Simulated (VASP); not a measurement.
A run of VASP 6.6.1:

The input INCAR:

```
PREC = Accurate
ENCUT = 600
EDIFF = 1E-6
ISMEAR = 0
SIGMA = 0.02
LREAL = F
LASPH = T
NELM = 80
ALGO = Normal
ISIF = 3
LWAVE = F
LCHARG = F
GGA = PE
IBRION = 2
NSW = 100
EDIFFG = -0.01
```

File KPOINTS:

```
regular mesh
0
Gamma
  12 12 12
```

POSCAR

```
GaP
1.0
    1.9430151800      1.1218003400      6.4308099700
   -1.9430151800      1.1218003400      6.4308099700
    0.0000000000     -2.2436006800      6.4308099700
Ga P
2 2
Direct
    0.4353719900      0.4353719900      0.4353719900
    0.5646280100      0.5646280100      0.5646280100
    0.0573890000      0.0573890000      0.0573890000
    0.9426110000      0.9426110000      0.9426110000
```

Potentials or basis: VASP PAW PBE potentials, release 64 (Ga_d, P).

The run is started by

```bash
$ cat potpaw_PBE.64/Ga_d/POTCAR potpaw_PBE.64/P/POTCAR > POTCAR
$ mpirun -np 1 vasp_std > vasp.out
```

Hardware: 1 thread of Oxide Virtual Turin-like Processor (shared host).

Question: How long does it take, and how much memory?

Answer: Wall time 48 min on 1 thread of Oxide Virtual Turin-like Processor, with other jobs on the host, peak memory 0.63 GiB. Counts: scf iterations 22, k points 189, ion steps 3.
